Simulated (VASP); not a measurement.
A run of VASP 6.6.1:

The input POSCAR:

```
K2Pt
1.0
    0.0000000000      3.7814600000      3.7814600000
    3.7814600000      0.0000000000      3.7814600000
    3.7814600000      3.7814600000      0.0000000000
K Pt
2 1
Direct
    0.7500000000      0.7500000000      0.7500000000
    0.2500000000      0.2500000000      0.2500000000
    0.0000000000      0.0000000000      0.0000000000
```

INCAR.step1

```
PREC     = Accurate       # precision mode
ENCUT    = 600            # plane-wave cutoff, eV
ISMEAR   = -1             # smearing method
SIGMA    = 0.05           # smearing width, eV
LREAL    = False          # projectors in reciprocal space
LASPH    = True           # aspherical terms in the spheres
NELM     = 60             # most SCF steps
GGA      = PE             # functional
ALGO     = Normal         # electronic algorithm
EDIFF    = 1E-4           # SCF threshold, eV
LWAVE    = True           # write WAVECAR
LCHARG   = False          # write CHGCAR
```

File INCAR.step2:

```
PREC     = Accurate       # precision mode
ENCUT    = 600            # plane-wave cutoff, eV
EDIFF    = 1E-7           # SCF threshold, eV
ISMEAR   = -1             # smearing method
SIGMA    = 0.05           # smearing width, eV
LREAL    = False          # projectors in reciprocal space
LASPH    = True           # aspherical terms in the spheres
NELM     = 60             # most SCF steps
ALGO     = Normal         # electronic algorithm
ISIF     = 3              # what is computed and relaxed
LWAVE    = False          # write WAVECAR
LCHARG   = False          # write CHGCAR
METAGGA  = R2SCAN         # meta-GGA
LMIXTAU  = True         
IBRION   = 2              # ionic algorithm
NSW      = 80             # ionic steps
EDIFFG   = -0.02          # ionic threshold
ISTART   = 1
```

The input KPOINTS:

```
regular mesh
0
Gamma
  5 5 5
```

Potentials or basis: VASP PAW PBE potentials, release 64 (K_sv, Pt).

The run is started by

```sh
$ cat potpaw_PBE.64/K_sv/POTCAR potpaw_PBE.64/Pt/POTCAR > POTCAR
$ cp INCAR.step1 INCAR
$ mpirun -np 1 vasp_std > vasp.out
$ cp INCAR.step2 INCAR
$ mpirun -np 1 vasp_std > vasp.out
```

Hardware: 1 thread of Intel(R) Xeon(R) 6975P-C (Granite Rapids), with other jobs on the host.

Q: Estimate the wall time of this run.

A: It took 79 s on 1 thread of Intel(R) Xeon(R) 6975P-C (Granite Rapids), with other jobs on the host, peak memory 0.36 GiB. Counts: k points 10, ion steps 1.
